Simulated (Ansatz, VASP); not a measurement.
# MgSe in VASP and in Ansatz

```
Mg Se
1.0
     0.00000    2.75447    2.75447
     2.75447    0.00000    2.75447
     2.75447    2.75447    0.00000
Mg Se
1 1
Direct
  0.00000 0.00000 0.00000
  0.50000 0.50000 0.50000
```

Alike in both runs: task single point; functional PBE; k mesh 6 × 6 × 6; no spin polarisation.

|  | VASP | Ansatz |
| --- | --- | --- |
| version | VASP 6.6.1 | Ansatz 0.2.0 |
| potentials or method | VASP PAW PBE potentials, release 64 (Mg, Se) | plane waves, PAW |
| plane-wave cutoff (eV) | 600 | 420 |
| occupations | gaussian, width 0.01 eV | fixed |
| valence electrons in the cell | 8 | 26 |

Ansatz gave:

| Quantity | Value |
| --- | --- |
| gap on the k mesh at the Fermi level (eV) | 1.77 |
| pressure (GPa) | 0.0 |

Question: Estimate VASP's values.

Answer: gap on the k mesh at the Fermi level (eV): 1.74; pressure (GPa): -0.1.

VASP's potentials hold 8 valence electrons a cell and Ansatz's 26, so a difference there can come from the potentials and not from the codes.
